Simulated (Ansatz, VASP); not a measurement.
CuAu in VASP and in Ansatz

Contents of INCAR:

```
PREC     = Accurate       # precision mode
ENCUT    = 700            # plane-wave cutoff, eV
EDIFF    = 1E-6           # SCF threshold, eV
ISMEAR   = -1             # smearing method
SIGMA    = 0.05           # smearing width, eV
LREAL    = False          # projectors in reciprocal space
LASPH    = True           # aspherical terms in the spheres
NELM     = 120            # most SCF steps
ALGO     = Normal         # electronic algorithm
ISIF     = 2              # what is computed and relaxed
LWAVE    = False          # write WAVECAR
LCHARG   = False          # write CHGCAR
NBANDS   = 26             # bands
GGA_COMPAT= False
```

The input KPOINTS:

```
regular mesh
0
Gamma
  11 11 11
```

The input POSCAR:

```
CuAu
1.0
    1.4333716108      0.8275574853      4.2276049958
   -1.4333716108      0.8275574853      4.2276049958
    0.0000000000     -1.6551149707      4.2276049958
Au Cu
1 1
Direct
    0.0000000000      0.0000000000      0.0000000000
    0.5000000000      0.5000000000      0.5000000000
```

input.yaml

```yaml
crystal:
  lattice:
    - [1.4333716108, 0.8275574853, 4.2276049958]
    - [-1.4333716108, 0.8275574853, 4.2276049958]
    - [0.0, -1.6551149707, 4.2276049958]
  atoms:
    - { symbol: Au, position: [0.0, 0.0, 0.0] }
    - { symbol: Cu, position: [0.5, 0.5, 0.5] }
hamiltonian:
  xc: lda
  pseudopotentials: { kind: paw }
kpoints:
  mp_grid: { grid: [11, 11, 11] }
scf:
  occupations: { method: fermi_dirac, width: 0.05 }
output:
  forces: true
  stress: true
  eigenvalues: true
```

Alike in both runs: task single point; functional LDA; k mesh 11 × 11 × 11; occupations fermi-dirac, width 0.05 eV; no spin polarisation.

|  | VASP | Ansatz |
| --- | --- | --- |
| version | VASP 6.6.1 | Ansatz 0.2.0 |
| potentials or method | VASP PAW LDA potentials, release 64 (Au_sv_GW, Cu_sv_GW) | Ansatz PAW |
| plane-wave cutoff (eV) | 700 | 420 |
| valence electrons in the cell | 38 | 38 |

```csv
,VASP,Ansatz,Ansatz less VASP
gap on the k mesh at the Fermi level (eV),none,none,-
pressure (GPa),-12.0,-10.4,+1.58
"traceless stress, the component that is largest in VASP (GPa)",0.60,0.54,-0.057
```

LDA's correlation is that of Perdew and Zunger in VASP and of Perdew and Wang (1992) in Ansatz. A gap of «none» marks a metal or a gap that the smearing closes.

Neither program's run includes spin-orbit coupling.
